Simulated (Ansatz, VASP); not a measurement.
One calculation of TeF, two programs

```
Te F
1.0
     0.00000    2.89638    2.89638
     2.89638    0.00000    2.89638
     2.89638    2.89638    0.00000
Te F
1 1
Direct
  0.00000 0.00000 0.00000
  0.75000 0.75000 0.75000
```

Alike in both runs: task single point; functional PBE; k mesh 6 × 6 × 6; occupations gaussian, width 0.1 eV; no spin polarisation.

|  | VASP | Ansatz |
| --- | --- | --- |
| version | VASP 6.6.1 | Ansatz 0.2.0 |
| potentials or method | VASP PAW PBE potentials, release 64 (Te, F), cutoff 600 eV | scalar-relativistic, plane waves, PAW |
| valence electrons in the cell | 13 | 23 |

VASP gave:

| Item | Value |
| --- | --- |
| gap on the k mesh at the Fermi level (eV) | none |
| pressure (GPa) | 0.4 |

Q: Which values does Ansatz return?

A: gap on the k mesh at the Fermi level (eV): none; pressure (GPa): 0.7.

A gap of «none» marks a metal or a gap that the smearing closes. VASP's potentials hold 13 valence electrons a cell and Ansatz's 23, so a difference there can come from the potentials and not from the codes.

Spin-orbit coupling is off throughout.
